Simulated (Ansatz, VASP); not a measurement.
**One calculation of CsH, two programs**

```
CELL_PARAMETERS angstrom
0.00000 2.93296 3.44304
2.93296 0.00000 3.44304
2.93296 2.93296 0.00000
ATOMIC_POSITIONS crystal
Cs 0.00000 0.00000 0.00000
H 0.50000 0.50000 0.50000
```

Change from the starting cell: strain -0.080 along x and y, +0.080 along z, atoms carried along.

Alike in both runs: task single point; functional LDA; k mesh 8 × 8 × 8; occupations gaussian, width 0.05 eV; no spin polarisation.

|  | VASP | Ansatz |
| --- | --- | --- |
| version | VASP 6.6.1 | Ansatz 0.2.0 |
| potentials or method | VASP PAW LDA potentials, release 64 (Cs_sv, H), cutoff 520 eV | scalar-relativistic, plane waves, PAW |
| valence electrons in the cell | 10 | 10 |

Ansatz gave:

* gap on the k mesh at the Fermi level (eV): 1.69
* least direct gap on the mesh (eV): 1.69
* pressure (GPa): 0.2
* traceless stress, the component that is largest in VASP (GPa): -2.29

**Question.** What did VASP give for the same quantities?

**Answer.** gap on the k mesh at the Fermi level (eV): 1.66; least direct gap on the mesh (eV): 1.66; pressure (GPa): 0.3; traceless stress, the component that is largest in VASP (GPa): -2.37.

LDA's correlation is that of Perdew and Zunger in VASP and of Perdew and Wang (1992) in Ansatz.

Spin-orbit coupling is off throughout.
